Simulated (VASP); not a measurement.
The system is CdF2.

```
CELL_PARAMETERS angstrom
0.00000 2.69400 2.69400
2.69400 0.00000 2.69400
2.69400 2.69400 0.00000
ATOMIC_POSITIONS crystal
Cd 0.00000 0.00000 0.00000
F 0.75000 0.75000 0.75000
F 0.25000 0.25000 0.25000
```

- Program: VASP 6.6.1
- Task: relaxation of cell and atoms
- Functional: LDA
- Potentials or basis: VASP PAW LDA potentials, release 64 (Cd, F)
- Cutoff: 600 eV
- k mesh: 9 × 9 × 9
- Occupations: fermi-dirac, width 0.05 eV
- Spin: no spin polarisation

At the start: pressure -4.9 GPa; volume 13.03 Å³/atom.

Problem. Where does the relaxation end?

Solution. Over 3 steps the energy falls by 8.8 meV/atom and the volume is 12.48 Å³/atom (-4.2 %); space group Fm-3m (No. 225, to 0.1 Å) before and after.

Step by step:
| step | energy change (eV) | largest force (eV/Å) | pressure (GPa) | volume (Å³) |
| --- | --- | --- | --- | --- |
| 1 | 0.0000 | 0.0000 | -4.92 | 39.10 |
| 2 | -0.0229 | 0.0000 | 2.04 | 36.88 |
| 3 | -0.0265 | 0.0000 | 0.01 | 37.45 |

Final structure:
```
CELL_PARAMETERS angstrom
0.00000 2.65556 2.65556
2.65556 0.00000 2.65556
2.65556 2.65556 0.00000
ATOMIC_POSITIONS crystal
Cd 0.00000 0.00000 0.00000
F 0.75000 0.75000 0.75000
F 0.25000 0.25000 0.25000
```
